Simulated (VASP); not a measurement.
A run of VASP 6.6.1:

File INCAR:

```
SYSTEM = FeCo3
  ALGO = Fast
  EDIFF = 1E-6
  ENCUT = 520
  GGA = PS
  ISIF = 2
  ISMEAR = 0
  LASPH = .TRUE.
  LCHARG = .FALSE.
  LREAL = .FALSE.
  LWAVE = .FALSE.
  NBANDS = 26
  NELM = 100
  PREC = Accurate
  SIGMA = 0.1
```

KPOINTS

```
k-points
0
G
  12 12 12
  0 0 0
```

POSCAR

```
FeCo3
1.0
    3.5357026200      0.0000000000      0.0000000000
    0.0000000000      3.5357026200      0.0000000000
    0.0000000000      0.0000000000      3.5357026200
Fe Co
1 3
Direct
    0.0000000000      0.0000000000      0.0000000000
    0.5000000000      0.5000000000      0.0000000000
    0.5000000000      0.0000000000      0.5000000000
    0.0000000000      0.5000000000      0.5000000000
```

Potentials or basis: VASP PAW PBE potentials, release 64 (Fe, Co).

Run with:

```console
$ cat potpaw_PBE.64/Fe/POTCAR potpaw_PBE.64/Co/POTCAR > POTCAR
$ mpirun -np 1 vasp_std > vasp.out
```

Hardware: 1 thread of Intel(R) Xeon(R) 6975P-C (Granite Rapids), with other jobs on the host.

Problem. How long does it take, and how much memory?

Solution. Wall time 46 s on 1 thread of Intel(R) Xeon(R) 6975P-C (Granite Rapids), with other jobs on the host, peak memory 0.21 GiB. Counts: scf iterations 17, k points 84.
